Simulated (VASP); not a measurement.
Crystal: GaSb.

```
CELL_PARAMETERS angstrom
0.00000 3.10991 3.10991
3.10991 0.00000 3.10991
3.10991 3.10991 0.00000
ATOMIC_POSITIONS crystal
Ga 0.00000 0.00000 0.00000
Sb 0.25000 0.25000 0.25000
```

- Program: VASP 6.6.1
- Task: relaxation of cell and atoms
- Functional: r2SCAN
- Potentials or basis: VASP PAW PBE potentials, release 64 (Ga_d, Sb)
- Cutoff: 600 eV
- k mesh: 6 × 6 × 6
- Occupations: fermi-dirac, width 0.02 eV
- Spin: no spin polarisation

At the start: pressure -2.0 GPa; volume 30.08 Å³/atom.

**Question.** Where does the relaxation end?

**Answer.** Over 4 steps the energy falls by 8.3 meV/atom and the volume is 28.85 Å³/atom (-4.1 %); space group F-43m (No. 216, to 0.05 Å).

Step by step:
```
step  energy change (eV)  largest force (eV/Å)  pressure (GPa)  volume (Å³)
   1              0.0000                0.0000           -2.01        60.16
   2             -0.0150                0.0000            0.75        56.92
   3             -0.0167                0.0000            0.04        57.66
   4             -0.0167                0.0000           -0.01        57.70
```

Final structure:
```
Ga Sb
1.0
     0.00000    3.06710    3.06710
     3.06710    0.00000    3.06710
     3.06710    3.06710    0.00000
Ga Sb
1 1
Cartesian
  0.0000 0.0000 0.0000
  1.5335 1.5335 1.5335
```

Caveat: the PAW data sets were made with another functional, which shifts forces and pressure a little.
